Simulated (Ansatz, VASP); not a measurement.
# GaN: VASP beside Ansatz

File INCAR:

```
  ALGO = Normal
  EDIFF = 1E-7
  ENCUT = 520
  GGA = PE
  ISIF = 2
  ISMEAR = 0
  LASPH = True
  LCHARG = False
  LREAL = False
  LWAVE = False
  NBANDS = 16
  NELM = 100
  PREC = Accurate
  SIGMA = 0.028999999999999998
```

Contents of KPOINTS:

```
k-points
0
Gamma
  10 10 10
```

File POSCAR:

```
GaN
1.0
    0.0000000000      2.2535006075      2.2535006075
    2.2535006075      0.0000000000      2.2535006075
    2.2535006075      2.2535006075      0.0000000000
Ga N
1 1
Direct
    0.0000000000      0.0000000000      0.0000000000
    0.2500000000      0.2500000000      0.2500000000
```

Contents of input.yaml:

```yaml
crystal:
  lattice:
    - [0.0, 2.2535006075, 2.2535006075]
    - [2.2535006075, 0.0, 2.2535006075]
    - [2.2535006075, 2.2535006075, 0.0]
  atoms:
    - { symbol: Ga, position: [0.0, 0.0, 0.0] }
    - { symbol: "N", position: [0.25, 0.25, 0.25] }
kpoints:
  mp_grid: { grid: [10, 10, 10] }
scf:
  occupations: { method: gaussian, width: 0.029 }
hamiltonian:
  xc: pbe
  pseudopotentials: { kind: all_electron, lapw: { basis_error: 0.001 } }
output:
  forces: true
  stress: true
  eigenvalues: true
```

Alike in both runs: task single point; functional PBE; k mesh 10 × 10 × 10; occupations gaussian, width 0.029 eV; no spin polarisation.

```csv
,VASP,Ansatz
version,VASP 6.6.1,Ansatz 0.2.0
potentials or method,"VASP PAW PBE potentials, release 64 (Ga_d, N), cutoff 520 eV","all-electron LAPW, scalar-relativistic"
```

```tsv
	VASP	Ansatz	Ansatz less VASP
gap on the k mesh at the Fermi level (eV)	1.72	1.73	+0.010
least direct gap on the mesh (eV)	1.72	1.73	+0.010
pressure (GPa)	5.1	4.9	-0.13
```

Ansatz ran all-electron here, and VASP with PAW potentials.
